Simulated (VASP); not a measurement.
# Y (Im-3m) in VASP: further runs

Y is run at these levels: PBEsol; tasks: single point, relaxation of cell and atoms.

All numbers are computed with VASP 6.6.1; they aren't measurements. Logs are shortened: lines on timing, memory, paths and dates and some standing lists are left out, and cuts for length are marked.

### Step 1. The cell of the first run

The structure is cubic, space group Im-3m (No. 229). The conventional cell has a = 3.246 Å, b = 3.246 Å, c = 3.246 Å, α = 90.00°, β = 90.00°, γ = 90.00°. Y (site symmetry m-3m) has 14 Y at 2.81 to 3.25 Å within 3.7 Å.

This isn't the form of Y at room conditions, which is hcp.

### Step 2. Single point, PBEsol

INCAR

```
PREC = Accurate
ENCUT = 500
EDIFF = 1E-6
ISMEAR = -1
SIGMA = 0.05
LREAL = F
LASPH = T
NELM = 120
ALGO = Normal
ISIF = 2
LWAVE = F
LCHARG = F
GGA = PS
NBANDS = 12
GGA_COMPAT = F
```

KPOINTS

```
Automatic mesh
0
Gamma
  15 15 15
```

POSCAR

```
Y
1.0
   -1.6228284602      1.6228284602      1.6228284602
    1.6228284602     -1.6228284602      1.6228284602
    1.6228284602      1.6228284602     -1.6228284602
Y
1
Direct
    0.0000000000      0.0000000000      0.0000000000
```

Potentials or basis: VASP PAW PBE potentials, release 64 (Y_sv).

Launch:

```bash
cat potpaw_PBE.64/Y_sv/POTCAR > POTCAR
mpirun -np 1 vasp_std > vasp.out
```

OUTCAR:

```text
PREC = Accurate
   ENCUT = 500
   EDIFF = 1E-6
   ISMEAR = -1
   LREAL = F
   LASPH = T
   NELM = 120
   ISIF = 2
   GGA = PS

 ion  position               nearest neighbor table
   1  0.000  0.000  0.000-

  LATTYP: Found a body centered cubic cell.
 ALAT       =     3.2456569204

  Lattice vectors:

 A1 = (  -1.6228284602,   1.6228284602,   1.6228284602)
 A2 = (   1.6228284602,  -1.6228284602,   1.6228284602)
 A3 = (   1.6228284602,   1.6228284602,  -1.6228284602)

Analysis of symmetry for initial positions (statically):
=====================================================================
 Subroutine PRICEL returns:
 Original cell was already a primitive cell.

 Routine SETGRP: Setting up the symmetry group for a
 body centered cubic supercell.

 Subroutine GETGRP returns: Found 48 space group operations
 (whereof 48 operations were pure point group operations)
 out of a pool of 48 trial point group operations.

The static configuration has the point symmetry O_h .

Analysis of symmetry for dynamics (positions and initial velocities):
=====================================================================
 Subroutine PRICEL returns:
 Original cell was already a primitive cell.

 Routine SETGRP: Setting up the symmetry group for a
 body centered cubic supercell.

 Subroutine GETGRP returns: Found 48 space group operations
 (whereof 48 operations were pure point group operations)
 out of a pool of 48 trial point group operations.

The dynamic configuration has the point symmetry O_h .

 Subroutine INISYM returns: Found 48 space group operations
 (whereof 48 operations are pure point group operations),
 and found     1 'primitive' translations

----------------------------------------------------------------------------------------

                                     Primitive cell

  volume of cell :      17.0953

  direct lattice vectors                    reciprocal lattice vectors
    -1.622828460  1.622828460  1.622828460     0.000000000  0.308104037  0.308104037
     1.622828460 -1.622828460  1.622828460     0.308104037  0.000000000  0.308104037
     1.622828460  1.622828460 -1.622828460     0.308104037  0.308104037  0.000000000

  length of vectors
     2.810821345  2.810821345  2.810821345     0.435724908  0.435724908  0.435724908

  position of ions in fractional coordinates (direct lattice)
     0.000000000  0.000000000  0.000000000

  ion indices of the primitive-cell ions
   primitive index   ion index
                 1           1

----------------------------------------------------------------------------------------

 KPOINTS: Automatic mesh

Automatic generation of k-mesh.
 Grid dimensions read from file:
 generate k-points for:   15   15   15

 Generating k-lattice:

  Cartesian coordinates                     Fractional coordinates (reciprocal lattice)
     0.000000000  0.020540269  0.020540269     0.066666667  0.000000000  0.000000000
     0.020540269  0.000000000  0.020540269     0.000000000  0.066666667  0.000000000
     0.020540269  0.020540269  0.000000000     0.000000000  0.000000000  0.066666667

  Length of vectors
     0.029048327  0.029048327  0.029048327

  Shift w.r.t. Gamma in fractional coordinates (k-lattice)
     0.000000000  0.000000000  0.000000000

 Subroutine IBZKPT returns following result:
 ===========================================

 Found    120 irreducible k-points:

 Following reciprocal coordinates:
            Coordinates               Weight
  0.000000  0.000000  0.000000      1.000000
  0.066667  0.000000  0.000000     12.000000
  0.133333  0.000000  0.000000     12.000000
  0.200000  0.000000  0.000000     12.000000
  0.266667  0.000000  0.000000     12.000000
  0.333333  0.000000  0.000000     12.000000
[... 16 lines left out ...]
  0.333333  0.200000 -0.000000     48.000000
  0.400000  0.200000 -0.000000     24.000000
 [... further k-points ...]
   k-points           NKPTS =    120   k-points in BZ     NKDIM =    120   number of bands    NBANDS=     12
   number of dos      NEDOS =    301   number of ions     NIONS =      1
   total plane-waves  NPLWV =   8000
   dimension x,y,z NGX =    20 NGY =   20 NGZ =   20
   dimension x,y,z NGXF=    40 NGYF=   40 NGZF=   40
   ions per type =               1
   NGX,Y,Z   is equivalent  to a cutoff of  11.83, 11.83, 11.83 a.u.
   NGXF,Y,Z  is equivalent  to a cutoff of  23.66, 23.66, 23.66 a.u.
 SYSTEM =  unknown system
   PREC   = accura    normal or accurate (medium, high low for compatibility)
   ISTART =      0    job   : 0-new  1-cont  2-samecut
   ICHARG =      2    charge: 1-file 2-atom 10-const
   ISPIN  =      1    spin polarized calculation?
   LNONCOLLINEAR =      F non collinear calculations
   LSORBIT =      F    spin-orbit coupling
   LASPH  =      T    aspherical Exc in radial PAW
   ENCUT  =  500.0 eV  36.75 Ry    6.06 a.u.   5.12  5.12  5.12*2*pi/ulx,y,z
   NELM   =    120;   NELMIN=  2; NELMDL= -5     # of ELM steps
   EDIFF  = 0.1E-05   stopping-criterion for ELM
   LREAL  =      F    real-space projection
   EDIFFG = 0.1E-04   stopping-criterion for IOM
   NSW    =      0    number of steps for IOM
   IBRION =     -1    ionic relax: 0-MD 1-quasi-New 2-CG
   NFREE  =      0    steps in history (QN), initial steepest desc. (CG)
   ISIF   =      2    stress and relaxation
   ISYM   =      2    0-nonsym 1-usesym 2-fastsym
   POTIM  = 0.5000    time-step for ionic-motion
   TEBEG  =    0.0;   TEEND  =   0.0 temperature during run
   PSTRESS=    0.0 pullay stress
   NELECT =      11.0000    total number of electrons
   NUPDOWN=      -1.0000    fix difference up-down
   EMIN   =  10.00;   EMAX   =-10.00  energy-range for DOS
   EFERMI =   0.00;   METHOD = LEGACY
   ISMEAR =    -1;   SIGMA  =   0.05  broadening in eV -4-tet -1-fermi 0-gaus
   EFERMI_NEDOS =   21; number of points for ismear=-14 and -15
   IALGO  =     38    algorithm
   IMIX   =      4    mixing-type and parameters
     AMIX     =   0.40;   BMIX     =  1.00
     AMIX_MAG =   1.60;   BMIX_MAG =  1.00
  volume/ion in A,a.u.               =      17.10       115.37
  Fermi-wavevector in a.u.,A,eV,Ry     =   1.413339  2.670824 27.178020  1.997528
  Thomas-Fermi vector in A             =   2.534995
   LORBIT       =      0    0 simple, 1 ext, 2 COOP (PROOUT), +10 PAW based schemes
   GGA     = PS    functional components
   LHFCALC =     F    Hartree Fock is set to
   AEXX    =    0.0000 exact exchange contribution
   IVDW    =     0    specifies the selected vdW correction
   LEPSILON=     F    determine dielectric tensor
   LRPA    =     F    only Hartree local field effects (RPA)
 non-spin polarized calculation
  energy-cutoff  :      500.00
  volume of cell :       17.10
 maximum number of plane-waves:       444
   NGX = 11   NGY = 11   NGZ = 11

 number of electron      11.0000001 magnetization

 Free energy of the ion-electron system (eV)
  ---------------------------------------------------
  ext. energy  EPLUGINS =         0.00000000
  ---------------------------------------------------
  free energy    TOTEN  =        -4.94907203 eV

  energy without entropy =       -4.93363093  energy(sigma->0) =       -4.94135148

 E-fermi :   6.7297     XC(G=0): -12.4580

 val. band max:        6.7292604804   @ k =   0.2000   0.2000   0.0667
 cond. band min:       6.7299415058   @ k =  -0.3333  -0.4000   0.0667
 fundamental gap:      0.0006810254
 Fermi energy:         6.7296566883

 k-point     1 :       0.0000    0.0000    0.0000
  band No.  band energies     occupation
      1     -35.2839      2.00000
      2     -13.3121      2.00000
      3     -13.3121      2.00000
      4     -13.3121      2.00000
      5       2.1978      2.00000
      6       9.1120      0.00000
      7       9.1120      0.00000
      8       9.1120      0.00000
      9      12.7340      0.00000
     10      12.7340      0.00000
     11      19.5825      0.00000
     12      19.5825      0.00000

 k-point     2 :       0.0667    0.0000    0.0000
  band No.  band energies     occupation
      1     -35.2504      2.00000
      2     -13.5011      2.00000
      3     -13.3625      2.00000
      4     -13.3159      2.00000
      5       2.4673      2.00000
      6       8.9117      0.00000
      7       9.0374      0.00000
      8       9.3600      0.00000
      9      12.3468      0.00000
     10      12.6937      0.00000
     11      19.8727      0.00000
     12      20.0202      0.00000

 k-point     3 :       0.1333    0.0000    0.0000
  band No.  band energies     occupation
      1     -35.1544      2.00000
      2     -14.0104      2.00000
      3     -13.5022      2.00000
      4     -13.3266      2.00000
      5       3.1702      2.00000
      6       8.4050      0.00000
      7       8.7366      0.00000
      8      10.0890      0.00000
      9      11.8494      0.00000
     10      12.6292      0.00000
     11      20.6168      0.00000
     12      21.2379      0.00000
[... 286 lines left out ...]
 k-point    23 :       0.3333    0.2000   -0.0000
  band No.  band energies     occupation
      1     -34.4086      2.00000
      2     -16.4423      2.00000
      3     -14.9238      2.00000
      4     -13.7126      2.00000
      5       4.9759      2.00000
      6       6.6484      1.67093
      7       9.2186      0.00000
      8      12.6104      0.00000
      9      14.6269      0.00000
     10      19.0102      0.00000
     11      21.1470      0.00000
     12      22.7374      0.00000

 k-point    24 :       0.4000    0.2000   -0.0000
  band No.  band energies     occupation
      1     -34.3765      2.00000
      2     -16.5036      2.00000
      3     -15.0141      2.00000
      4     -13.7223      2.00000
      5       4.8836      2.00000
      6       6.6539      1.63956
      7       9.4505      0.00000
      8      12.6938      0.00000
      9      14.8549      0.00000
     10      20.0269      0.00000
     11      20.5231      0.00000
     12      22.0045      0.00000

 [... further k-points ...]

------------------------ aborting loop because EDIFF is reached ----------------------------------------

  FORCE on cell =-STRESS in cart. coord.  units (eV):
  Direction    XX          YY          ZZ          XY          YZ          ZX
  --------------------------------------------------------------------------------------
  -------------------------------------------------------------------------------------
  Total        6.3684571      6.3684571      6.3684571      0.0000000     -0.0000000      0.0000000
  in kB      596.8524379    596.8524379    596.8524379      0.0000000     -0.0000000      0.0000000
  external PRESSURE =     596.8524379 kB  Pullay stress =       0.0000000 kB

 VOLUME and BASIS-vectors are now :
 -----------------------------------------------------------------------------
  energy-cutoff  :      500.00
  volume of cell :       17.10
      direct lattice vectors                 reciprocal lattice vectors
    -1.622828460  1.622828460  1.622828460     0.000000000  0.308104037  0.308104037
     1.622828460 -1.622828460  1.622828460     0.308104037  0.000000000  0.308104037
     1.622828460  1.622828460 -1.622828460     0.308104037  0.308104037  0.000000000

 POSITION                                       TOTAL-FORCE (eV/Angst)
 -----------------------------------------------------------------------------------
      0.00000      0.00000      0.00000        -0.000000     -0.000000      0.000000
 -----------------------------------------------------------------------------------
    total drift:                                0.000000     -0.000000     -0.000000

  FREE ENERGIE OF THE ION-ELECTRON SYSTEM (eV)
  ---------------------------------------------------
  free  energy   TOTEN  =        -4.9490720266 eV

  energy  without entropy=       -4.9336309252  energy(sigma->0) =       -4.94135148
```

Run time: 18 s. Hardware: 1 thread of Intel Xeon Platinum 8488C (Sapphire Rapids), shared host; peak memory 0.15 GiB.

What came out:

```yaml
Free_energy: -4.9491 eV
Pressure: 59.7 GPa
Band_gap_on_the_k_mesh: zero (an odd number of electrons rules out a gap without spin polarisation)
```

Caveat: the cell stands under pressure; the PAW data sets were made with another functional, which shifts forces and pressure a little.

(Part 1 of 2 ends here.)

The gap in the log of VASP goes by the Fermi energy; the results here count the filled bands.